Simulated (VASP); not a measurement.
# TiO2 (P4_2/mnm) in VASP: relaxation of the atoms with LDA

Aim: the relaxation of the atoms of TiO2 with LDA.

Everything below comes from runs of VASP 6.6.1. Logs are shortened: lines on timing, memory, paths and dates and some standing lists are left out, and cuts for length are marked.

## (1) The cell of the first run

It takes space group P4_2/mnm (No. 136, tetragonal). The conventional cell has a = 4.592 Å, b = 4.592 Å, c = 2.957 Å, α = 90.00°, β = 90.00°, γ = 90.00°. Within 2.6 Å of Ti (site symmetry mmm) lie 6 O at 1.95 to 1.98 Å. O (site symmetry m2m) has 3 Ti at 1.95 to 1.98 Å and 1 O at 2.53 Å within 2.6 Å.

## (2) Relaxation of the atoms, LDA

INCAR reads:

```
SYSTEM = TiO2
PREC = Accurate
ENCUT = 520
EDIFF = 1E-7
ISMEAR = 0
SIGMA = 0.01
LREAL = .False.
LASPH = .True.
NELM = 80
ALGO = Normal
ISIF = 2
LWAVE = .False.
LCHARG = .False.
GGA = CA
IBRION = 2
NSW = 80
EDIFFG = -0.002
```

KPOINTS reads:

```
Automatic mesh
0
Gamma
  6 6 9
  0 0 0
```

POSCAR reads:

```
TiO2
1.0
    4.5922000000      0.0000000000      0.0000000000
    0.0000000000      4.5922000000      0.0000000000
    0.0000000000      0.0000000000      2.9574000000
Ti O
2 4
Direct
    0.0000000000      0.0000000000      0.0000000000
    0.5000000000      0.5000000000      0.5000000000
    0.3049600000      0.3049600000      0.0000000000
    0.1950400000      0.8049600000      0.5000000000
    0.6950400000      0.6950400000      0.0000000000
    0.8049600000      0.1950400000      0.5000000000
```

Potentials or basis: VASP PAW LDA potentials, release 64 (Ti_sv, O).

Command:

```sh
$ cat potpaw_LDA.64/Ti_sv/POTCAR potpaw_LDA.64/O/POTCAR > POTCAR
$ mpirun -np 1 vasp_std > vasp.out
```

OUTCAR:

```text
SYSTEM = TiO2
   PREC = Accurate
   ENCUT = 520
   EDIFF = 1E-7
   ISMEAR = 0
   LREAL = .False.
   LASPH = .True.
   NELM = 80
   ISIF = 2
   GGA = CA
   IBRION = 2
   NSW = 80
   EDIFFG = -0.002

 ion  position               nearest neighbor table
   1  0.000  0.000  0.000-   4 1.95   6 1.95   4 1.95   6 1.95   5 1.98   3 1.98
   2  0.500  0.500  0.500-   3 1.95   5 1.95   3 1.95   5 1.95   4 1.98   6 1.98
   3  0.305  0.305  0.000-   2 1.95   2 1.95   1 1.98
   4  0.195  0.805  0.500-   1 1.95   1 1.95   2 1.98
   5  0.695  0.695  0.000-   2 1.95   2 1.95   1 1.98
   6  0.805  0.195  0.500-   1 1.95   1 1.95   2 1.98

  LATTYP: Found a simple tetragonal cell.
 ALAT       =     4.5922000000
 C/A-ratio  =     0.6440050520

  Lattice vectors:

 A1 = (   4.5922000000,   0.0000000000,   0.0000000000)
 A2 = (   0.0000000000,   4.5922000000,   0.0000000000)
 A3 = (   0.0000000000,   0.0000000000,   2.9574000000)

Analysis of symmetry for initial positions (statically):
=====================================================================
 Subroutine PRICEL returns:
 Original cell was already a primitive cell.

 Routine SETGRP: Setting up the symmetry group for a
 simple tetragonal supercell.

 Subroutine GETGRP returns: Found 16 space group operations
 (whereof  8 operations were pure point group operations)
 out of a pool of 16 trial point group operations.

The static configuration has the point symmetry D_2h.
 The point group associated with its full space group is D_4h.

Analysis of symmetry for dynamics (positions and initial velocities):
=====================================================================
 Subroutine PRICEL returns:
 Original cell was already a primitive cell.

 Routine SETGRP: Setting up the symmetry group for a
 simple tetragonal supercell.

 Subroutine GETGRP returns: Found 16 space group operations
 (whereof  8 operations were pure point group operations)
 out of a pool of 16 trial point group operations.

The dynamic configuration has the point symmetry D_2h.
 The point group associated with its full space group is D_4h.

 Subroutine INISYM returns: Found 16 space group operations
 (whereof  8 operations are pure point group operations),
 and found     1 'primitive' translations

----------------------------------------------------------------------------------------

                                     Primitive cell

  volume of cell :      62.3665

  direct lattice vectors                    reciprocal lattice vectors
     4.592200000  0.000000000  0.000000000     0.217760550  0.000000000  0.000000000
     0.000000000  4.592200000  0.000000000     0.000000000  0.217760550  0.000000000
     0.000000000  0.000000000  2.957400000     0.000000000  0.000000000  0.338134848

  length of vectors
     4.592200000  4.592200000  2.957400000     0.217760550  0.217760550  0.338134848

  position of ions in fractional coordinates (direct lattice)
     0.000000000  0.000000000  0.000000000
     0.500000000  0.500000000  0.500000000
     0.304960000  0.304960000  0.000000000
     0.195040000  0.804960000  0.500000000
     0.695040000  0.695040000  0.000000000
     0.804960000  0.195040000  0.500000000

  ion indices of the primitive-cell ions
   primitive index   ion index
                 1           1
                 2           2
                 3           3
                 4           4
                 5           5
                 6           6

----------------------------------------------------------------------------------------

[... 74 lines left out ...]
   NFREE  =      1    steps in history (QN), initial steepest desc. (CG)
   ISIF   =      2    stress and relaxation
   ISYM   =      2    0-nonsym 1-usesym 2-fastsym
   POTIM  = 0.5000    time-step for ionic-motion
   TEBEG  =    0.0;   TEEND  =   0.0 temperature during run
   PSTRESS=    0.0 pullay stress
   NELECT =      48.0000    total number of electrons
   NUPDOWN=      -1.0000    fix difference up-down
   EMIN   =  10.00;   EMAX   =-10.00  energy-range for DOS
   EFERMI =   0.00;   METHOD = LEGACY
   ISMEAR =     0;   SIGMA  =   0.01  broadening in eV -4-tet -1-fermi 0-gaus
   EFERMI_NEDOS =   21; number of points for ismear=-14 and -15
   IALGO  =     38    algorithm
   IMIX   =      4    mixing-type and parameters
     AMIX     =   0.40;   BMIX     =  1.00
     AMIX_MAG =   1.60;   BMIX_MAG =  1.00
  volume/ion in A,a.u.               =      10.39        70.15
  Fermi-wavevector in a.u.,A,eV,Ry     =   1.500277  2.835112 30.624403  2.250830
  Thomas-Fermi vector in A             =   2.611798
   LORBIT       =      0    0 simple, 1 ext, 2 COOP (PROOUT), +10 PAW based schemes
   GGA     = CA    functional components
   LHFCALC =     F    Hartree Fock is set to
   AEXX    =    0.0000 exact exchange contribution
   IVDW    =     0    specifies the selected vdW correction
   LEPSILON=     F    determine dielectric tensor
   LRPA    =     F    only Hartree local field effects (RPA)
 conjugate gradient relaxation of ions
 non-spin polarized calculation
 Gauss-broadening in eV      SIGMA  =   0.01
  energy-cutoff  :      520.00
  volume of cell :       62.37
 maximum number of plane-waves:      1720
 NGX is ok and might be reduce to    36
   NGX = 17   NGY = 17   NGZ = 11

--------------------------------------- Ionic step        1  -------------------------------------------

 number of electron      48.0000022 magnetization

 Free energy of the ion-electron system (eV)
  ---------------------------------------------------
  ext. energy  EPLUGINS =         0.00000000
  ---------------------------------------------------
  free energy    TOTEN  =       -58.74272041 eV

  energy without entropy =      -58.74272041  energy(sigma->0) =      -58.74272041

------------------------ aborting loop because EDIFF is reached ----------------------------------------

  FORCE on cell =-STRESS in cart. coord.  units (eV):
  Direction    XX          YY          ZZ          XY          YZ          ZX
  --------------------------------------------------------------------------------------
  -------------------------------------------------------------------------------------
  Total       -2.2877572     -2.2877572     -3.3367219      0.0000000      0.0000000      0.0000000
  in kB      -58.7717804    -58.7717804    -85.7193643      0.0000000      0.0000000      0.0000000
  external PRESSURE =     -67.7543083 kB  Pullay stress =       0.0000000 kB

 VOLUME and BASIS-vectors are now :
 -----------------------------------------------------------------------------
  energy-cutoff  :      520.00
  volume of cell :       62.37
      direct lattice vectors                 reciprocal lattice vectors
     4.592200000  0.000000000  0.000000000     0.217760550  0.000000000  0.000000000
     0.000000000  4.592200000  0.000000000     0.000000000  0.217760550  0.000000000
     0.000000000  0.000000000  2.957400000     0.000000000  0.000000000  0.338134848

 POSITION                                       TOTAL-FORCE (eV/Angst)
 -----------------------------------------------------------------------------------
      0.00000      0.00000      0.00000         0.000000      0.000000      0.000000
      2.29610      2.29610      1.47870         0.000000      0.000000      0.000000
      1.40044      1.40044      0.00000        -0.002381     -0.002381      0.000000
      0.89566      3.69654      1.47870         0.002381     -0.002381      0.000000
      3.19176      3.19176      0.00000         0.002381      0.002381     -0.000000
      3.69654      0.89566      1.47870        -0.002381      0.002381     -0.000000
 -----------------------------------------------------------------------------------
    total drift:                                0.000000      0.000000     -0.000000

  FREE ENERGIE OF THE ION-ELECTRON SYSTEM (eV)
  ---------------------------------------------------
  free  energy   TOTEN  =       -58.7427204104 eV

  energy  without entropy=      -58.7427204104  energy(sigma->0) =      -58.74272041

--------------------------------------- Ionic step        2  -------------------------------------------

 number of electron      48.0000022 magnetization

 Free energy of the ion-electron system (eV)
  ---------------------------------------------------
  ext. energy  EPLUGINS =         0.00000000
  ---------------------------------------------------
  free energy    TOTEN  =       -58.74272161 eV

  energy without entropy =      -58.74272161  energy(sigma->0) =      -58.74272161

 E-fermi :   4.6372     XC(G=0): -11.9974

 val. band max:        4.5649922579   @ k =   0.0000   0.0000   0.0000
 cond. band min:       6.3484730933   @ k =   0.0000   0.0000   0.0000
 fundamental gap:      1.7834808353
 Fermi energy:         4.6372487077

 k-point     1 :       0.0000    0.0000    0.0000
  band No.  band energies     occupation
      1     -51.6148      2.00000
      2     -51.5962      2.00000
      3     -28.3254      2.00000
      4     -28.3254      2.00000
      5     -28.1537      2.00000
      6     -28.1537      2.00000
[... 733 lines left out ...]
     27       7.6621      0.00000
     28       7.6621      0.00000

 [... further k-points ...]
[... 5 lines left out ...]
  --------------------------------------------------------------------------------------
  -------------------------------------------------------------------------------------
  Total       -2.2951172     -2.2951172     -3.3380785      0.0000000      0.0000000      0.0000000
  in kB      -58.9608572    -58.9608572    -85.7542144      0.0000000      0.0000000      0.0000000
  external PRESSURE =     -67.8919762 kB  Pullay stress =       0.0000000 kB

 VOLUME and BASIS-vectors are now :
 -----------------------------------------------------------------------------
  energy-cutoff  :      520.00
  volume of cell :       62.37
      direct lattice vectors                 reciprocal lattice vectors
     4.592200000  0.000000000  0.000000000     0.217760550  0.000000000  0.000000000
     0.000000000  4.592200000  0.000000000     0.000000000  0.217760550  0.000000000
     0.000000000  0.000000000  2.957400000     0.000000000  0.000000000  0.338134848

 POSITION                                       TOTAL-FORCE (eV/Angst)
 -----------------------------------------------------------------------------------
      0.00000      0.00000      0.00000        -0.000000      0.000000     -0.000000
      2.29610      2.29610      1.47870        -0.000000      0.000000     -0.000000
      1.40032      1.40032      0.00000        -0.000333     -0.000333      0.000000
      0.89578      3.69642      1.47870         0.000333     -0.000333     -0.000000
      3.19188      3.19188      2.95740         0.000333      0.000333     -0.000000
      3.69642      0.89578      1.47870        -0.000333      0.000333     -0.000000
 -----------------------------------------------------------------------------------
    total drift:                                0.000000      0.000000      0.000000

  FREE ENERGIE OF THE ION-ELECTRON SYSTEM (eV)
  ---------------------------------------------------
  free  energy   TOTEN  =       -58.7427216126 eV

  energy  without entropy=      -58.7427216126  energy(sigma->0) =      -58.74272161

 reached required accuracy - stopping structural energy minimisation
```

Run time: 70 s. Hardware: 1 thread of Intel Xeon Platinum 8259CL at 2.50GHz (Skylake/Cascade Lake), shared host; peak memory 0.2 GiB.

Results:

```
Free energy               : -58.7427 eV
Energy gained by relaxing : 0.0 meV/atom
Ionic steps               : 2
Pressure after relaxing   : -6.8 GPa
Band gap on the k mesh    : 1.78 eV
```

Stress tensor (GPa, compression positive):
```
-5.90  0.00  0.00
 0.00 -5.90  0.00
 0.00  0.00 -8.58
```

Final structure:
```
Ti O
1.0
     4.59220    0.00000    0.00000
     0.00000    4.59220    0.00000
     0.00000    0.00000    2.95740
Ti O
2 4
Direct
  0.00000 0.00000 0.00000
  0.50000 0.50000 0.50000
  0.30493 0.30493 0.00000
  0.19507 0.80493 0.50000
  0.69507 0.69507 0.00000
  0.80493 0.19507 0.50000
```
